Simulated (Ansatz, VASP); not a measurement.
# One calculation of Au, two programs

```
CELL_PARAMETERS angstrom
0.00000 2.07757 2.07757
2.07757 0.00000 2.07757
2.07757 2.07757 0.00000
ATOMIC_POSITIONS crystal
Au 0.00000 0.00000 0.00000
```

Alike in both runs: functional PBE; k mesh 7 × 7 × 7; occupations fermi-dirac, width 0.0974 eV; no spin polarisation.

Ansatz relaxed the structure, and its values are those at the end. VASP's run is a single point on that final structure, the one shown.

```csv
,VASP,Ansatz
version,VASP 6.6.1,Ansatz 0.2.0
potentials or method,"VASP PAW PBE potentials, release 64 (Au), cutoff 500 eV",PAW plane waves
valence electrons in the cell,11,19
```

```csv
,VASP,Ansatz,Ansatz less VASP
gap on the k mesh at the Fermi level (eV),none,none,-
pressure (GPa),-0.3,0.0,+0.23
```

A gap of «none» marks a metal or a gap that the smearing closes. VASP's potentials hold 11 valence electrons a cell and Ansatz's 19, so a difference there can come from the potentials and not from the codes.

The k mesh is coarse, so the values compare programs but aren't converged. Spin-orbit coupling is off throughout.
